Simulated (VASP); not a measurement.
# SnSe (I4/mmm) in VASP: single point with HSE06

Aim: the single point of SnSe with HSE06.

Everything below comes from runs of VASP 6.6.1. Logs are shortened: lines on timing, memory, paths and dates and some standing lists are left out, and cuts for length are marked.

### 1 The cell of the first run

The structure is tetragonal, space group I4/mmm (No. 139). Conventional cell: a = 4.118 Å, b = 4.118 Å, c = 6.051 Å, α = 90.00°, β = 90.00°, γ = 90.00°. Within 3.8 Å of Sn (site symmetry 4/mmm) lie 6 Se at 2.91 to 3.03 Å. Se (site symmetry 4/mmm) has 6 Sn at 2.91 to 3.03 Å within 3.8 Å.

### 2 Single point, HSE06 (epitaxial xy strain -3.0%)

Input file POSCAR:

```
SnSe
1.0
    0.0000000000      2.9120497591      3.0253233071
    2.9120497591      0.0000000000      3.0253233071
    2.9120497591      2.9120497591      0.0000000000
Sn Se
1 1
Direct
    0.0000000000      0.0000000000      0.0000000000
    0.5000000000      0.5000000000      0.5000000000
```

Input file INCAR.step1:

```
SYSTEM = SnSe
PREC = Accurate
ENCUT = 400
EDIFF = 1E-5
ISMEAR = -1
SIGMA = 0.02
LREAL = .FALSE.
LASPH = .TRUE.
NELM = 120
ALGO = Normal
ISIF = 2
LWAVE = .TRUE.
NBANDS = 17
GGA = PE
GGA_COMPAT = .FALSE.
```

Input file INCAR.step2:

```
SYSTEM = SnSe
PREC = Accurate
ENCUT = 400
EDIFF = 1E-6
ISMEAR = -1
SIGMA = 0.02
LREAL = .FALSE.
LASPH = .TRUE.
NELM = 120
ALGO = Normal
ISIF = 2
LWAVE = .FALSE.
LCHARG = .TRUE.
GGA = PE
LHFCALC = .TRUE.
HFSCREEN = 0.2079
PRECFOCK = Normal
LELF = .TRUE.
LVHAR = .TRUE.
NBANDS = 17
ISTART = 1
GGA_COMPAT = .FALSE.
```

Input file KPOINTS:

```
regular mesh
0
G
  6 6 6
  0 0 0
```

Potentials or basis: VASP PAW PBE potentials, release 64 (Sn_d, Se).

Run with:

```console
$ cat potpaw_PBE.64/Sn_d/POTCAR potpaw_PBE.64/Se/POTCAR > POTCAR
$ cp INCAR.step1 INCAR
$ mpirun -np 1 vasp_std > vasp.out
$ cp INCAR.step2 INCAR
$ mpirun -np 1 vasp_std > vasp.out
```

OUTCAR:

```text
SYSTEM = SnSe
   PREC = Accurate
   ENCUT = 400
   EDIFF = 1E-6
   ISMEAR = -1
   LREAL = .FALSE.
   LASPH = .TRUE.
   NELM = 120
   ISIF = 2
   GGA = PE
   LHFCALC = .TRUE.
   HFSCREEN = 0.2079
   PRECFOCK = Normal
   ISTART = 1

 ion  position               nearest neighbor table
   1  0.000  0.000  0.000-   2 2.91   2 2.91   2 2.91   2 2.91   2 3.03   2 3.03
   2  0.500  0.500  0.500-   1 2.91   1 2.91   1 2.91   1 2.91   1 3.03   1 3.03

  LATTYP: Found a body centered tetragonal cell.
 ALAT       =     4.1182602636
 C/A-ratio  =     1.4692239506

  Lattice vectors:

 A1 = (  -2.9120497591,   0.0000000000,   3.0253233071)
 A2 = (   2.9120497591,   0.0000000000,   3.0253233071)
 A3 = (   0.0000000000,   2.9120497591,  -3.0253233071)

Analysis of symmetry for initial positions (statically):
=====================================================================
 Subroutine PRICEL returns:
 Original cell was already a primitive cell.

 Routine SETGRP: Setting up the symmetry group for a
 body centered tetragonal supercell.

 Subroutine GETGRP returns: Found 16 space group operations
 (whereof 16 operations were pure point group operations)
 out of a pool of 16 trial point group operations.

The static configuration has the point symmetry D_4h.

Analysis of symmetry for dynamics (positions and initial velocities):
=====================================================================
 Subroutine PRICEL returns:
 Original cell was already a primitive cell.

 Routine SETGRP: Setting up the symmetry group for a
 body centered tetragonal supercell.

 Subroutine GETGRP returns: Found 16 space group operations
 (whereof 16 operations were pure point group operations)
 out of a pool of 16 trial point group operations.

The dynamic configuration has the point symmetry D_4h.

 Subroutine INISYM returns: Found 16 space group operations
 (whereof 16 operations are pure point group operations),
 and found     1 'primitive' translations

----------------------------------------------------------------------------------------

                                     Primitive cell

  volume of cell :      51.3097

  direct lattice vectors                    reciprocal lattice vectors
     0.000000000  2.912049759  3.025323307    -0.171700363  0.171700363  0.165271592
     2.912049759  0.000000000  3.025323307     0.171700363 -0.171700363  0.165271592
     2.912049759  2.912049759  0.000000000     0.171700363  0.171700363 -0.165271592

  length of vectors
     4.199120731  4.199120731  4.118260264     0.293729005  0.293729005  0.293729005

  position of ions in fractional coordinates (direct lattice)
     0.000000000  0.000000000  0.000000000
     0.500000000  0.500000000  0.500000000

  ion indices of the primitive-cell ions
   primitive index   ion index
                 1           1
                 2           2

----------------------------------------------------------------------------------------

 KPOINTS: regular mesh

Automatic generation of k-mesh.
 Grid dimensions read from file:
 generate k-points for:    6    6    6

 Generating k-lattice:

  Cartesian coordinates                     Fractional coordinates (reciprocal lattice)
    -0.028616727  0.028616727  0.027545265     0.166666667  0.000000000  0.000000000
     0.028616727 -0.028616727  0.027545265     0.000000000  0.166666667  0.000000000
     0.028616727  0.028616727 -0.027545265     0.000000000  0.000000000  0.166666667

  Length of vectors
     0.048954834  0.048954834  0.048954834

  Shift w.r.t. Gamma in fractional coordinates (k-lattice)
     0.000000000  0.000000000  0.000000000

 Subroutine IBZKPT returns following result:
 ===========================================

 Found     30 irreducible k-points:

 Following reciprocal coordinates:
            Coordinates               Weight
  0.000000  0.000000  0.000000      1.000000
  0.166667  0.000000  0.000000      8.000000
  0.333333  0.000000  0.000000      8.000000
  0.500000  0.000000  0.000000      4.000000
  0.166667  0.166667  0.000000      2.000000
  0.333333  0.166667  0.000000      8.000000
[... 16 lines left out ...]
  0.333333  0.000000  0.333333      4.000000
  0.500000  0.000000  0.333333     16.000000
 [... further k-points ...]
   k-points           NKPTS =     30   k-points in BZ     NKDIM =    216   number of bands    NBANDS=     17
   number of dos      NEDOS =    301   number of ions     NIONS =      2
   total plane-waves  NPLWV =  21952
   dimension x,y,z NGX =    28 NGY =   28 NGZ =   28
   dimension x,y,z NGXF=    56 NGYF=   56 NGZF=   56
   ions per type =               1   1
   NGX,Y,Z   is equivalent  to a cutoff of  11.09, 11.09, 11.30 a.u.
   NGXF,Y,Z  is equivalent  to a cutoff of  22.17, 22.17, 22.61 a.u.
 SYSTEM =  SnSe
   PREC   = accura    normal or accurate (medium, high low for compatibility)
   ISTART =      1    job   : 0-new  1-cont  2-samecut
   ICHARG =      0    charge: 1-file 2-atom 10-const
   ISPIN  =      1    spin polarized calculation?
   LNONCOLLINEAR =      F non collinear calculations
   LSORBIT =      F    spin-orbit coupling
   LASPH  =      T    aspherical Exc in radial PAW
   ENCUT  =  400.0 eV  29.40 Ry    5.42 a.u.   6.85  6.85  6.72*2*pi/ulx,y,z
   NELM   =    120;   NELMIN=  2; NELMDL=  0     # of ELM steps
   EDIFF  = 0.1E-05   stopping-criterion for ELM
   LREAL  =      F    real-space projection
   EDIFFG = 0.1E-04   stopping-criterion for IOM
   NSW    =      0    number of steps for IOM
   IBRION =     -1    ionic relax: 0-MD 1-quasi-New 2-CG
   NFREE  =      0    steps in history (QN), initial steepest desc. (CG)
   ISIF   =      2    stress and relaxation
   ISYM   =      3    0-nonsym 1-usesym 2-fastsym
   POTIM  = 0.5000    time-step for ionic-motion
   TEBEG  =    0.0;   TEEND  =   0.0 temperature during run
   PSTRESS=    0.0 pullay stress
   NELECT =      20.0000    total number of electrons
   NUPDOWN=      -1.0000    fix difference up-down
   EMIN   =  10.00;   EMAX   =-10.00  energy-range for DOS
   EFERMI =   0.00;   METHOD = LEGACY
   ISMEAR =    -1;   SIGMA  =   0.02  broadening in eV -4-tet -1-fermi 0-gaus
   EFERMI_NEDOS =   21; number of points for ismear=-14 and -15
   IALGO  =     38    algorithm
   IMIX   =      1    mixing-type and parameters
     AMIX     =   0.40;   BMIX     =  1.00
     AMIX_MAG =   1.60;   BMIX_MAG =  1.00
  volume/ion in A,a.u.               =      25.65       173.13
  Fermi-wavevector in a.u.,A,eV,Ry     =   1.195873  2.259872 19.457856  1.430112
  Thomas-Fermi vector in A             =   2.331827
   LORBIT       =      0    0 simple, 1 ext, 2 COOP (PROOUT), +10 PAW based schemes
   GGA     = PE    functional components
   LHFCALC =     T    Hartree Fock is set to
   PRECFOCK=normal    Normal, Fast or Accurate (Low or Medium for compatibility)
   ENCUT4O =  -1.0   cutoff for four orbital integrals eV
   NKREDX  =     1    reduce k-point grid by
   NKREDY  =     1    reduce k-point grid by
   NKREDZ  =     1    reduce k-point grid by
   AEXX    =    0.2500 exact exchange contribution
   HFSCREEN=    0.2079 screening length (either q_TF or 0.3 A-1)
   HFSCREENC=   0.2079 screening length for correlation (either q_TF or 0.3 A-1)
   ENCUTFOCK=  -1.0 apply spherical cutoff to Coloumb kernel
   IVDW    =     0    specifies the selected vdW correction
   LEPSILON=     F    determine dielectric tensor
   LRPA    =     F    only Hartree local field effects (RPA)
 non-spin polarized calculation
  energy-cutoff  :      400.00
  volume of cell :       51.31
 maximum number of plane-waves:       950
  NGX = 24; NGY = 24; NGZ = 24

 number of electron      19.9999996 magnetization

 Free energy of the ion-electron system (eV)
  ---------------------------------------------------
  ext. energy  EPLUGINS =         0.00000000
  ---------------------------------------------------
  free energy    TOTEN  =        -9.72666225 eV

  energy without entropy =       -9.72666225  energy(sigma->0) =       -9.72666225

 E-fermi :   6.6971     XC(G=0):  -8.2161

 val. band max:        6.3122028559   @ k =   0.5000   0.0000   0.0000
 cond. band min:       7.0785049061   @ k =   0.5000   0.0000   0.0000
 fundamental gap:      0.7663020502
 Fermi energy:         6.6970598141

 k-point     1 :       0.0000    0.0000    0.0000
  band No.  band energies     occupation
      1     -17.7971      2.00000
      2     -17.7824      2.00000
      3     -17.7824      2.00000
      4     -17.7811      2.00000
      5     -17.7724      2.00000
      6      -9.8148      2.00000
[... 9 lines left out ...]
     16      12.5409      0.00000
     17      14.5046      0.00000

 k-point     2 :       0.1667    0.0000    0.0000
  band No.  band energies     occupation
      1     -17.7987      2.00000
      2     -17.7850      2.00000
      3     -17.7814      2.00000
      4     -17.7786      2.00000
      5     -17.7692      2.00000
      6      -9.5768      2.00000
[... 9 lines left out ...]
     16      13.2141      0.00000
     17      16.3569      0.00000

 k-point     3 :       0.3333    0.0000    0.0000
  band No.  band energies     occupation
      1     -17.8030      2.00000
      2     -17.7923      2.00000
      3     -17.7797      2.00000
      4     -17.7713      2.00000
      5     -17.7615      2.00000
      6      -8.9952      2.00000
[... 9 lines left out ...]
     16      14.9897      0.00000
     17      19.0843      0.00000

 k-point     4 :       0.5000    0.0000    0.0000
  band No.  band energies     occupation
      1     -17.8055      2.00000
      2     -17.7959      2.00000
      3     -17.7790      2.00000
      4     -17.7677      2.00000
      5     -17.7572      2.00000
      6      -8.6164      2.00000
[... 9 lines left out ...]
     16      17.1733      0.00000
     17      17.5215      0.00000

 k-point     5 :       0.1667    0.1667    0.0000
  band No.  band energies     occupation
      1     -17.8053      2.00000
      2     -17.7791      2.00000
      3     -17.7773      2.00000
      4     -17.7773      2.00000
      5     -17.7743      2.00000
      6      -9.5185      2.00000
[... 9 lines left out ...]
     16      14.3847      0.00000
     17      15.6458      0.00000

 k-point     6 :       0.3333    0.1667    0.0000
  band No.  band energies     occupation
      1     -17.8118      2.00000
      2     -17.7830      2.00000
      3     -17.7752      2.00000
      4     -17.7707      2.00000
      5     -17.7699      2.00000
      6      -9.0623      2.00000
[... 9 lines left out ...]
     16      15.8514      0.00000
     17      18.1019      0.00000

 k-point     7 :       0.5000    0.1667    0.0000
  band No.  band energies     occupation
      1     -17.8122      2.00000
      2     -17.7899      2.00000
      3     -17.7753      2.00000
      4     -17.7665      2.00000
      5     -17.7633      2.00000
      6      -8.5635      2.00000
[... 9 lines left out ...]
     16      17.3782      0.00000
     17      17.7020      0.00000

 k-point     8 :      -0.3333    0.1667    0.0000
  band No.  band energies     occupation
      1     -17.8061      2.00000
      2     -17.7931      2.00000
      3     -17.7786      2.00000
      4     -17.7704      2.00000
      5     -17.7584      2.00000
      6      -8.6530      2.00000
[... 9 lines left out ...]
     16      16.7526      0.00000
     17      18.0498      0.00000
[... 203 lines left out ...]
      1     -17.8170      2.00000
      2     -17.7850      2.00000
      3     -17.7713      2.00000
      4     -17.7697      2.00000
      5     -17.7666      2.00000
      6      -8.6286      2.00000
[... 9 lines left out ...]
     16      16.7511      0.00000
     17      17.8849      0.00000

 k-point    20 :      -0.3333    0.3333    0.1667
  band No.  band energies     occupation
      1     -17.8159      2.00000
      2     -17.7896      2.00000
      3     -17.7764      2.00000
      4     -17.7655      2.00000
      5     -17.7613      2.00000
      6      -8.3318      2.00000
[... 9 lines left out ...]
     16      18.1756      0.00000
     17      18.6627      0.00000

 k-point    21 :      -0.1667    0.3333    0.1667
  band No.  band energies     occupation
      1     -17.8115      2.00000
      2     -17.7903      2.00000
      3     -17.7832      2.00000
      4     -17.7677      2.00000
      5     -17.7557      2.00000
      6      -8.5518      2.00000
[... 9 lines left out ...]
     16      17.2033      0.00000
     17      17.3066      0.00000

 k-point    22 :      -0.3333    0.5000    0.1667
  band No.  band energies     occupation
      1     -17.8260      2.00000
      2     -17.7813      2.00000
      3     -17.7716      2.00000
      4     -17.7695      2.00000
      5     -17.7619      2.00000
      6      -8.2855      2.00000
[... 9 lines left out ...]
     16      18.4217      0.00000
     17      19.8754      0.00000

 k-point    23 :       0.3333    0.0000    0.3333
  band No.  band energies     occupation
      1     -17.8168      2.00000
      2     -17.7894      2.00000
      3     -17.7851      2.00000
      4     -17.7677      2.00000
      5     -17.7520      2.00000
      6      -8.6780      2.00000
[... 9 lines left out ...]
     16      17.9621      0.00000
     17      18.1304      0.00000

 k-point    24 :       0.5000    0.0000    0.3333
  band No.  band energies     occupation
      1     -17.8221      2.00000
      2     -17.7875      2.00000
      3     -17.7870      2.00000
      4     -17.7655      2.00000
      5     -17.7488      2.00000
      6      -8.2976      2.00000
[... 9 lines left out ...]
     16      18.3723      0.00000
     17      18.4903      0.00000

 [... further k-points ...]
[... 5 lines left out ...]
  --------------------------------------------------------------------------------------
  -------------------------------------------------------------------------------------
  Total        1.5778272      1.5778272     -0.1894616      0.0000000     -0.0000000      0.0000000
  in kB       49.2686479     49.2686479     -5.9160568      0.0000000     -0.0000000      0.0000000
  external PRESSURE =      30.8737463 kB  Pullay stress =       0.0000000 kB

 VOLUME and BASIS-vectors are now :
 -----------------------------------------------------------------------------
  energy-cutoff  :      400.00
  volume of cell :       51.31
      direct lattice vectors                 reciprocal lattice vectors
     0.000000000  2.912049759  3.025323307    -0.171700363  0.171700363  0.165271592
     2.912049759  0.000000000  3.025323307     0.171700363 -0.171700363  0.165271592
     2.912049759  2.912049759  0.000000000     0.171700363  0.171700363 -0.165271592

 POSITION                                       TOTAL-FORCE (eV/Angst)
 -----------------------------------------------------------------------------------
      0.00000      0.00000      0.00000        -0.000000      0.000000     -0.000000
      2.91205      2.91205      3.02532         0.000000     -0.000000      0.000000
 -----------------------------------------------------------------------------------
    total drift:                                0.000000     -0.000000     -0.000003

  FREE ENERGIE OF THE ION-ELECTRON SYSTEM (eV)
  ---------------------------------------------------
  free  energy   TOTEN  =        -9.7266622504 eV

  energy  without entropy=       -9.7266622503  energy(sigma->0) =       -9.72666225
```

It took 2.9 h on 1 thread of Intel Xeon 8259CL, shared host; peak memory 0.29 GiB.

What came out:

- Free energy: -9.7267 eV
- Pressure: 3.1 GPa
- Band gap on the k mesh: 0.77 eV

Stress tensor (GPa, compression positive):
```
 4.93  0.00  0.00
 0.00  4.93  0.00
 0.00  0.00 -0.59
```

Caveat: the cell differs from its parent crystal (epitaxial xy strain -3.0%); the stress differs along the axes, from -1 to 5 GPa; the structure was generated, so it needn't be the stable form of SnSe; the PAW data sets were made with another functional, which shifts forces and pressure a little; spin-orbit coupling is left out, which moves the levels of the heavy elements. A k mesh can miss the band edges.
